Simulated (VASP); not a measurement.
Input of a VASP 6.6.1 run:

Contents of INCAR:

```
PREC = Accurate
ENCUT = 600
EDIFF = 1E-6
ISMEAR = 0
SIGMA = 0.2
LREAL = False
LASPH = True
NELM = 100
ALGO = Normal
ISIF = 3
LWAVE = False
LCHARG = False
GGA = PE
IBRION = 2
NSW = 36
EDIFFG = -0.08
```

File KPOINTS:

```
regular mesh
0
Gamma
  5 5 2
```

Contents of POSCAR:

```
Mg3CdS2
1.0
    3.3778483900      0.0000000000      0.0000000000
    0.0000000000      3.3778483900      0.0000000000
    0.0000000000      0.0000000000     10.2268930400
Mg Cd S
3 1 2
Direct
    0.0000000000      0.0000000000      0.8390681100
    0.0000000000      0.0000000000      0.1609318900
    0.0000000000      0.0000000000      0.5000000000
    0.5000000000      0.5000000000      0.0000000000
    0.5000000000      0.5000000000      0.3248246900
    0.5000000000      0.5000000000      0.6751753100
```

Potentials or basis: VASP PAW PBE potentials, release 64 (Mg, Cd, S).

Run with:

```console
$ cat potpaw_PBE.64/Mg/POTCAR potpaw_PBE.64/Cd/POTCAR potpaw_PBE.64/S/POTCAR > POTCAR
$ mpirun -np 1 vasp_std > vasp.out
```

(1) Estimate the band gap on the k mesh.

(2) Estimate the relaxed volume.

Results:

(1) zero (band 15 reaches 4.92 eV, above the bottom of band 16 at 4.28 eV).

(2) 19.07 Å³/atom.

Caveat: the k points lie up to 0.38 Å⁻¹ apart in the final cell.
